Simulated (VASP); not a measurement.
A run of VASP 6.6.1 is set up as follows.

INCAR

```
SYSTEM = Ir
PREC     = Accurate       ! precision mode
ENCUT    = 560            ! plane-wave cutoff, eV
EDIFF    = 1E-6           ! SCF threshold, eV
ISMEAR   = 0              ! smearing method
SIGMA    = 0.1            ! smearing width, eV
LREAL    = .FALSE.        ! projectors in reciprocal space
LASPH    = .TRUE.         ! aspherical terms in the spheres
NELM     = 120            ! most SCF steps
ALGO     = Normal         ! electronic algorithm
ISIF     = 2              ! what is computed and relaxed
LWAVE    = .FALSE.        ! write WAVECAR
LCHARG   = .FALSE.        ! write CHGCAR
GGA      = PS             ! functional
NBANDS   = 14             ! bands
GGA_COMPAT= .FALSE.
```

Contents of KPOINTS:

```
regular mesh
0
G
  24 24 24
  0 0 0
```

POSCAR

```
Ir
1.0
    0.0000000000      1.9151838710      1.9151838710
    1.9151838710      0.0000000000      1.9151838710
    1.9151838710      1.9151838710      0.0000000000
Ir
1
Direct
    0.0000000000      0.0000000000      0.0000000000
```

Potentials or basis: VASP PAW PBE potentials, release 64 (Ir_sv_GW).

Run with:

```bash
$ cat potpaw_PBE.64/Ir_sv_GW/POTCAR > POTCAR
$ mpirun -np 1 vasp_std > vasp.out
```

Q: Estimate the band gap on the k mesh.

A: Zero (an odd number of electrons rules out a gap without spin polarisation).

Q: What does it give for the pressure?

A: -1.9 GPa.

Caveat: the PAW data sets were made with another functional, which shifts forces and pressure a little; spin-orbit coupling is left out, which moves the levels of the heavy elements.
